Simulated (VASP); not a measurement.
A run of VASP 6.6.1:

INCAR

```
PREC = Accurate
ENCUT = 520
EDIFF = 1E-6
ISMEAR = 0
SIGMA = 0.1
LREAL = Auto
LASPH = True
NELM = 80
ALGO = Fast
ISIF = 2
LWAVE = False
LCHARG = True
GGA = PE
LELF = True
LVHAR = True
ISYM = 0
NBANDS = 130
```

The input KPOINTS:

```
Automatic mesh
0
Gamma
  3 3 2
  0 0 0.5
```

File POSCAR:

```
CuPdRh14
1.0
    2.7455850215     -4.7556981225      0.0002742051
    2.7496481853      4.7580439913     -0.0007432172
   -0.0007504193     -0.0009398545      8.6327437741
Cu Rh Pd
1 14 1
Direct
    0.8317672424      0.1633860387      0.6247629724
    0.3313106617      0.1619500227      0.6245405649
    0.8329212860      0.1650394138      0.1245991188
    0.3330879480      0.6653888257      0.1246817112
    0.3316594356      0.6663372220      0.6246362178
    0.8330288730      0.6655488805      0.1246716243
    0.8351452086      0.6662616910      0.6246611724
    0.6696808098      0.3348930587      0.3779817723
    0.6696667283      0.3352271556      0.8712446114
    0.1657565378      0.3348014651      0.3781261157
    0.1658473660      0.3351932456      0.8714512904
    0.6675374623      0.8342961461      0.3748122814
    0.6673438021      0.8342881373      0.8744345924
    0.1663876541      0.8321341745      0.3778684807
    0.1662753933      0.8322513359      0.8711546011
    0.3332595578      0.1657657118      0.1246083198
```

Potentials or basis: VASP PAW PBE potentials, release 64 (Cu, Rh_pv, Pd).

Run with:

```bash
$ cat potpaw_PBE.64/Cu/POTCAR potpaw_PBE.64/Rh_pv/POTCAR potpaw_PBE.64/Pd/POTCAR > POTCAR
$ mpirun -np 1 vasp_std > vasp.out
```

Hardware: 1 thread of Intel(R) Xeon(R) 6975P-C (Granite Rapids), on a shared host.

Problem. Estimate the wall time of this run.

Solution. Wall time 10 min on 1 thread of Intel(R) Xeon(R) 6975P-C (Granite Rapids), on a shared host, peak memory 0.42 GiB. Counts: scf iterations 29, k points 9.
